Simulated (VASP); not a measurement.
Here is a VASP 6.6.1 calculation.

File INCAR:

```
  PREC = Accurate
  ENCUT = 700
  EDIFF = 1E-6
  ISMEAR = -1
  SIGMA = 0.02
  LREAL = False
  LASPH = True
  NELM = 120
  ALGO = Normal
  ISIF = 2
  LWAVE = False
  LCHARG = False
  GGA = CA
  NBANDS = 28
  GGA_COMPAT = False
```

Contents of KPOINTS:

```
regular mesh
0
Gamma
  6 6 6
```

POSCAR

```
KTaO3
1.0
    3.9520041698      0.0000000000      0.0000000000
    0.0000000000      3.9520041698      0.0000000000
    0.0000000000      0.0000000000      3.9520041698
K Ta O
1 1 3
Direct
    0.5000000000      0.5000000000      0.5000000000
    0.0000000000      0.0000000000      0.0000000000
    0.5000000000      0.0000000000      0.0000000000
    0.0000000000      0.5000000000      0.0000000000
    0.0000000000      0.0000000000      0.5000000000
```

Potentials or basis: VASP PAW LDA potentials, release 64 (K_sv, Ta_sv_GW, O).

Run with:

```console
$ cat potpaw_LDA.64/K_sv/POTCAR potpaw_LDA.64/Ta_sv_GW/POTCAR potpaw_LDA.64/O/POTCAR > POTCAR
$ mpirun -np 1 vasp_std > vasp.out
```

What does it give for the pressure?

0.8 GPa.

Estimate the band gap on the k mesh.

2.11 eV (least direct gap 2.71 eV).

Caveat: spin-orbit coupling is left out, which moves the levels of the heavy elements. A k mesh can miss the band edges.
